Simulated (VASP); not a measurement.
# Zr2TiH6 (Fm-3m) in VASP: a series of runs, part 2 of 2

VASP 6.6.1. The steps go on from the part before.

## Step 4: Single point, PBE

This run uses another cell than the first one, of 17.24 Å³/atom, 1.978 times its volume.

Input file INCAR:

```
SYSTEM = Zr2TiH6
  PREC = Accurate
  ENCUT = 520
  EDIFF = 1E-6
  ISMEAR = 0
  SIGMA = 0.1
  LREAL = .False.
  LASPH = .True.
  NELM = 100
  ALGO = Normal
  ISIF = 2
  LWAVE = .False.
  LCHARG = .False.
  GGA = PE
  NBANDS = 31
```

Input file KPOINTS:

```
regular mesh
0
Gamma
  4 4 4
  0 0 0
```

Input file POSCAR:

```
Zr2TiH6
1.0
    0.0000000000      4.2650957300      4.2650957300
    4.2650957300      0.0000000000      4.2650957300
    4.2650957300      4.2650957300      0.0000000000
Zr Ti H
2 1 6
Direct
    0.2500000000      0.2500000000      0.2500000000
    0.7500000000      0.7500000000      0.7500000000
    0.0000000000      0.0000000000      0.0000000000
    0.7500000000      0.2500000000      0.2500000000
    0.2500000000      0.7500000000      0.7500000000
    0.2500000000      0.7500000000      0.2500000000
    0.7500000000      0.2500000000      0.7500000000
    0.2500000000      0.2500000000      0.7500000000
    0.7500000000      0.7500000000      0.2500000000
```

Potentials or basis: VASP PAW PBE potentials, release 64 (Zr_sv, Ti_sv, H).

On the command line:

```console
cat potpaw_PBE.64/Zr_sv/POTCAR potpaw_PBE.64/Ti_sv/POTCAR potpaw_PBE.64/H/POTCAR > POTCAR
mpirun -np 1 vasp_std > vasp.out
```

OUTCAR:

```text
SYSTEM = Zr2TiH6
   PREC = Accurate
   ENCUT = 520
   EDIFF = 1E-6
   ISMEAR = 0
   LREAL = .False.
   LASPH = .True.
   NELM = 100
   ISIF = 2
   GGA = PE

 ion  position               nearest neighbor table
   1  0.250  0.250  0.250-
   2  0.750  0.750  0.750-
   3  0.000  0.000  0.000-
   4  0.750  0.250  0.250-
   5  0.250  0.750  0.750-
   6  0.250  0.750  0.250-
   7  0.750  0.250  0.750-
   8  0.250  0.250  0.750-
   9  0.750  0.750  0.250-

  LATTYP: Found a face centered cubic cell.
 ALAT       =     8.5301914600

  Lattice vectors:

 A1 = (   0.0000000000,   4.2650957300,   4.2650957300)
 A2 = (   4.2650957300,   0.0000000000,   4.2650957300)
 A3 = (   4.2650957300,   4.2650957300,   0.0000000000)

Analysis of symmetry for initial positions (statically):
=====================================================================
 Subroutine PRICEL returns:
 Original cell was already a primitive cell.

 Routine SETGRP: Setting up the symmetry group for a
 face centered cubic supercell.

 Subroutine GETGRP returns: Found 48 space group operations
 (whereof 48 operations were pure point group operations)
 out of a pool of 48 trial point group operations.

The static configuration has the point symmetry O_h .

Analysis of symmetry for dynamics (positions and initial velocities):
=====================================================================
 Subroutine PRICEL returns:
 Original cell was already a primitive cell.

 Routine SETGRP: Setting up the symmetry group for a
 face centered cubic supercell.

 Subroutine GETGRP returns: Found 48 space group operations
 (whereof 48 operations were pure point group operations)
 out of a pool of 48 trial point group operations.

The dynamic configuration has the point symmetry O_h .

[... 117 lines left out ...]
  Fermi-wavevector in a.u.,A,eV,Ry     =   1.058975  2.001173 15.257962  1.121429
  Thomas-Fermi vector in A             =   2.194304
   LORBIT       =      0    0 simple, 1 ext, 2 COOP (PROOUT), +10 PAW based schemes
   GGA     = PE    functional components
   LHFCALC =     F    Hartree Fock is set to
   AEXX    =    0.0000 exact exchange contribution
   IVDW    =     0    specifies the selected vdW correction
   LEPSILON=     F    determine dielectric tensor
   LRPA    =     F    only Hartree local field effects (RPA)
 non-spin polarized calculation
 Gauss-broadening in eV      SIGMA  =   0.10
  energy-cutoff  :      520.00
  volume of cell :      155.17
 maximum number of plane-waves:      4279
 NGX is ok and might be reduce to    48
   NGX = 23   NGY = 23   NGZ = 23

 number of electron      42.0000005 magnetization

 Free energy of the ion-electron system (eV)
  ---------------------------------------------------
  ext. energy  EPLUGINS =         0.00000000
  ---------------------------------------------------
  free energy    TOTEN  =       -38.88494174 eV

  energy without entropy =      -38.84216821  energy(sigma->0) =      -38.86355498

 E-fermi :   2.4067     XC(G=0):  -8.3813

 val. band max:        2.3708954909   @ k =   0.2500   0.2500   0.0000
 cond. band min:       2.4645313206   @ k =   0.5000   0.2500   0.0000
 fundamental gap:      0.0936358297
 Fermi energy:         2.4067117911

 k-point     1 :       0.0000    0.0000    0.0000
  band No.  band energies     occupation
      1     -54.7535      2.00000
      2     -48.4583      2.00000
      3     -48.4562      2.00000
      4     -30.9676      2.00000
      5     -30.9676      2.00000
      6     -30.9676      2.00000
[... 261 lines left out ...]
     30       3.7344      0.00000
     31       4.1512      0.00000

------------------------ aborting loop because EDIFF is reached ----------------------------------------

  FORCE on cell =-STRESS in cart. coord.  units (eV):
  Direction    XX          YY          ZZ          XY          YZ          ZX
  --------------------------------------------------------------------------------------
  -------------------------------------------------------------------------------------
  Total      -20.6930266    -20.6930266    -20.6930266      0.0000000      0.0000000      0.0000000
  in kB     -213.6575538   -213.6575538   -213.6575538      0.0000000      0.0000000      0.0000000
  external PRESSURE =    -213.6575538 kB  Pullay stress =       0.0000000 kB

 VOLUME and BASIS-vectors are now :
 -----------------------------------------------------------------------------
  energy-cutoff  :      520.00
  volume of cell :      155.17
      direct lattice vectors                 reciprocal lattice vectors
     0.000000000  4.265095730  4.265095730    -0.117230663  0.117230663  0.117230663
     4.265095730  0.000000000  4.265095730     0.117230663 -0.117230663  0.117230663
     4.265095730  4.265095730  0.000000000     0.117230663  0.117230663 -0.117230663

 POSITION                                       TOTAL-FORCE (eV/Angst)
 -----------------------------------------------------------------------------------
      2.13255      2.13255      2.13255        -0.000000      0.000000     -0.000000
      6.39764      6.39764      6.39764        -0.000000      0.000000      0.000000
      0.00000      0.00000      0.00000        -0.000000      0.000000      0.000000
      2.13255      4.26510      4.26510        -0.723180      0.000000      0.000000
      6.39764      4.26510      4.26510         0.723180      0.000000      0.000000
      4.26510      2.13255      4.26510        -0.000000     -0.723180      0.000000
      4.26510      6.39764      4.26510        -0.000000      0.723180      0.000000
      4.26510      4.26510      2.13255        -0.000000      0.000000     -0.723180
      4.26510      4.26510      6.39764        -0.000000      0.000000      0.723180
 -----------------------------------------------------------------------------------
    total drift:                               -0.000000     -0.000000      0.000000

  FREE ENERGIE OF THE ION-ELECTRON SYSTEM (eV)
  ---------------------------------------------------
  free  energy   TOTEN  =       -38.8849417393 eV

  energy  without entropy=      -38.8421682148  energy(sigma->0) =      -38.86355498
```

Run time: 50 s. Hardware: 1 thread of Intel Xeon Platinum 8488C (Sapphire Rapids), shared host; peak memory 0.32 GiB.

Results:

| Item | Value |
| --- | --- |
| Free energy | -38.8849 eV |
| Pressure | -21.4 GPa |
| Band gap on the k mesh | zero (band 21 reaches 2.47 eV, above the bottom of band 22 at 2.26 eV) |

## Step 5: Single point, PBE

This run uses another cell than the first one, of 8.74 Å³/atom, 1.003 times its volume.

Input file INCAR:

```
PREC = Accurate
ENCUT = 520
EDIFF = 1E-6
ISMEAR = 0
SIGMA = 0.1
LREAL = False
LASPH = True
NELM = 100
ALGO = Normal
ISIF = 2
LWAVE = False
LCHARG = False
GGA = PE
NBANDS = 31
```

Input file KPOINTS:

```
regular mesh
0
Gamma
  4 4 4
```

Input file POSCAR:

```
Zr2TiH6
1.0
    0.0000000000      3.4011842557      3.4011842557
    3.4011842557      0.0000000000      3.4011842557
    3.4011842557      3.4011842557      0.0000000000
Zr Ti H
2 1 6
Direct
    0.2500000000      0.2500000000      0.2500000000
    0.7500000000      0.7500000000      0.7500000000
    0.0000000000      0.0000000000      0.0000000000
    0.7296253537      0.2703746463      0.2703746463
    0.2703746463      0.7296253537      0.7296253537
    0.2703746463      0.7296253537      0.2703746463
    0.7296253537      0.2703746463      0.7296253537
    0.2703746463      0.2703746463      0.7296253537
    0.7296253537      0.7296253537      0.2703746463
```

On the command line:

```console
cat potpaw_PBE.64/Zr_sv/POTCAR potpaw_PBE.64/Ti_sv/POTCAR potpaw_PBE.64/H/POTCAR > POTCAR
mpirun -np 1 vasp_std > vasp.out
```

It took 20 s on 1 thread of Intel Xeon Platinum 8488C (Sapphire Rapids), shared host; peak memory 0.21 GiB.

The run converged. Its results:

| Property | Result |
| --- | --- |
| Free energy | -47.4386 eV |
| Pressure | -0.3 GPa |
| Largest force | 0.007 eV/Å |
| Band gap on the k mesh | zero (band 21 reaches 8.04 eV, above the bottom of band 22 at 7.43 eV) |

Forces on the atoms (eV/Å):
```
Zr   0.000  0.000  0.000
Zr   0.000  0.000  0.000
Ti   0.000  0.000  0.000
H   -0.007  0.000  0.000
H    0.007  0.000  0.000
H    0.000 -0.007  0.000
H    0.000  0.007  0.000
H    0.000  0.000 -0.007
H    0.000  0.000  0.007
```

Levels at points of the mesh, in eV from the Fermi level:
```tsv
k point	band 17	band 18	band 19	band 20	band 21	band 22	band 23	band 24	band 25	band 26
(0.00, 0.00, 0.00)	-4.85	-4.85	0.14	0.14	0.14	2.11	2.11	2.99	2.99	2.99
(0.50, 0.00, 0.00)	-3.51	-3.51	-1.02	-0.74	-0.74	0.41	0.58	0.58	2.59	2.59
(0.50, 0.50, 0.00)	-3.90	-3.07	-2.52	-1.17	-0.47	-0.47	0.63	0.63	2.43	2.84
```

Caveat: the k points lie up to 0.40 Å⁻¹ apart.

## Step 6: The runs side by side

```csv
task,cell,k mesh,cutoff (eV),gap on the mesh (eV),pressure (GPa)
single point,"a = 4.805 Å, angles 60.0°, 9 atoms",10 × 10 × 10,520,none,-0.1
relaxation of cell and atoms,"relaxed from a = 4.810 Å, angles 60.0°, 9 atoms",10 × 10 × 10,600,none,0.0
single point,"a = 6.032 Å, angles 60.0°, 9 atoms",4 × 4 × 4,520,none,-21.4
single point,"a = 4.810 Å, angles 60.0°, 9 atoms",4 × 4 × 4,520,none,-0.3
```

Alike in all rows: level PBE; potentials or basis VASP PAW PBE potentials, release 64 (Zr_sv, Ti_sv, H); no spin polarisation; smearing gaussian 0.1 eV.

Caveats: some runs use coarse meshes.

Absolute energies hang on the potentials; compare differences alone.
